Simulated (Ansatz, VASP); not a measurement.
TiO2: VASP beside Ansatz

INCAR

```
SYSTEM = TiO2
PREC = Accurate
ENCUT = 600
EDIFF = 1E-6
ISMEAR = 0
SIGMA = 0.02
LREAL = .False.
LASPH = .True.
NELM = 60
ALGO = Normal
ISIF = 3
LWAVE = .False.
LCHARG = .False.
GGA = PS
IBRION = 2
NSW = 100
EDIFFG = -0.005
```

Contents of KPOINTS:

```
regular mesh
0
Gamma
  6 6 10
  0 0 0
```

POSCAR

```
TiO2
1.0
    4.5922000000      0.0000000000      0.0000000000
    0.0000000000      4.5922000000      0.0000000000
    0.0000000000      0.0000000000      2.9574000000
Ti O
2 4
Direct
    0.0000000000      0.0000000000      0.0000000000
    0.5000000000      0.5000000000      0.5000000000
    0.3049600000      0.3049600000      0.0000000000
    0.1950400000      0.8049600000      0.5000000000
    0.6950400000      0.6950400000      0.0000000000
    0.8049600000      0.1950400000      0.5000000000
```

Input for Ansatz:

```yaml
crystal:
  lattice:
    - [4.5922, 0.0, 0.0]
    - [0.0, 4.5922, 0.0]
    - [0.0, 0.0, 2.9574]
  atoms:
    - { symbol: Ti, position: [0.0, 0.0, 0.0] }
    - { symbol: Ti, position: [0.5, 0.5, 0.5] }
    - { symbol: O, position: [0.30496, 0.30496, 0.0] }
    - { symbol: O, position: [0.19504, 0.80496, 0.5] }
    - { symbol: O, position: [0.69504, 0.69504, 0.0] }
    - { symbol: O, position: [0.80496, 0.19504, 0.5] }
basis:
  ecutwfc: 420
kpoints:
  mp_grid: { grid: [6, 6, 10] }
hamiltonian:
  xc: pbesol
scf:
  occupations: { method: gaussian, width: 0.02 }
output:
  forces: true
  stress: true
  eigenvalues: true
  write_density: true
  write_potential: true
  elf: true
  volumetric_format: npy
relax:
  adjacent_minimum: "off"
  f_tol: 0.005
  max_steps: 80
  cell: { stress_tol: 0.05 }
```

Alike in both runs: task relaxation of cell and atoms; functional PBEsol; k mesh 6 × 6 × 10; occupations gaussian, width 0.02 eV; no spin polarisation.

|  | VASP | Ansatz |
| --- | --- | --- |
| version | VASP 6.6.1 | Ansatz 0.2.0 |
| potentials or method | VASP PAW PBE potentials, release 64 (Ti_sv, O), cutoff 600 eV | scalar-relativistic, plane waves, PAW |
| valence electrons in the cell | 48 | 48 |

VASP gave:

```
gap on the k mesh at the Fermi level, each at its own relaxed structure (eV)  : 1.83
relaxed volume (Å³/atom)                                                      : 10.34
relaxed length of the cell vector where the two differ most in proportion (Å) : 2.942
```

Q: What did Ansatz give for the same quantities?

A: gap on the k mesh at the Fermi level, each at its own relaxed structure (eV): 1.87; relaxed volume (Å³/atom): 10.32; relaxed length of the cell vector where the two differ most in proportion (Å): 2.939.

VASP's potentials were made for PBE, not for PBEsol.
